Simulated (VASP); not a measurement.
Wanted: the native input for a VASP 6.6.1 run.

| Quantity | Value |
| --- | --- |
| Task | single point |
| Functional | revPBE |
| Potentials or basis | VASP PAW PBE potentials, release 64 (Hf_pv, Si, O) |
| Cutoff | 520 eV |
| k mesh | 5 × 5 × 5 |
| Occupations | fermi-dirac, width 0.05 eV |
| Spin | no spin polarisation |
| Dipole correction | no |
| Further INCAR settings | ALGO = Normal; EDIFF = 1e-06; NBANDS = 50 |

The structure of HfSiO4 lies in POSCAR:

```
HfSiO4
1.0
   -3.2862500000      3.2862500000      2.9816000000
    3.2862500000     -3.2862500000      2.9816000000
    3.2862500000      3.2862500000     -2.9816000000
Hf Si O
2 2 8
Direct
    0.0000000000      0.0000000000      0.0000000000
    0.7500000000      0.2500000000      0.5000000000
    0.5000000000      0.5000000000      0.0000000000
    0.2500000000      0.7500000000      0.5000000000
    0.6802000000      0.4957000000      0.8155000000
    0.2457000000      0.9302000000      0.3155000000
    0.6802000000      0.8647000000      0.1845000000
    0.6147000000      0.9302000000      0.6845000000
    0.0698000000      0.3853000000      0.3155000000
    0.5043000000      0.3198000000      0.1845000000
    0.0698000000      0.7543000000      0.6845000000
    0.1353000000      0.3198000000      0.8155000000
```

These files were run (other wordings do the same):

INCAR

```
SYSTEM = HfSiO4
PREC = Accurate
ENCUT = 520
EDIFF = 1E-6
ISMEAR = -1
SIGMA = 0.05
LREAL = .FALSE.
LASPH = .TRUE.
NELM = 100
ALGO = Normal
ISIF = 2
LWAVE = .FALSE.
LCHARG = .FALSE.
GGA = RE
NBANDS = 50
```

KPOINTS

```
Automatic mesh
0
G
  5 5 5
  0 0 0
```

Potentials or basis: VASP PAW PBE potentials, release 64 (Hf_pv, Si, O).

Command:

```console
$ cat potpaw_PBE.64/Hf_pv/POTCAR potpaw_PBE.64/Si/POTCAR potpaw_PBE.64/O/POTCAR > POTCAR
$ mpirun -np 1 vasp_std > vasp.out
```

Results of the run:

```json
{
 "Pressure": "9.1 GPa",
 "Largest force": "0.523 eV/Å",
 "Band gap on the k mesh": "5.45 eV (least direct gap 5.83 eV)"
}
```

Caveat: the cell stands under pressure; the PAW data sets were made with another functional, which shifts forces and pressure a little; spin-orbit coupling is left out, which moves the levels of the heavy elements; an odd mesh through Γ misses points on the zone boundary, where band edges can lie.

Wall time 66 s on 1 thread of Intel(R) Xeon(R) 6975P-C (Granite Rapids), on a shared host, peak memory 0.31 GiB.
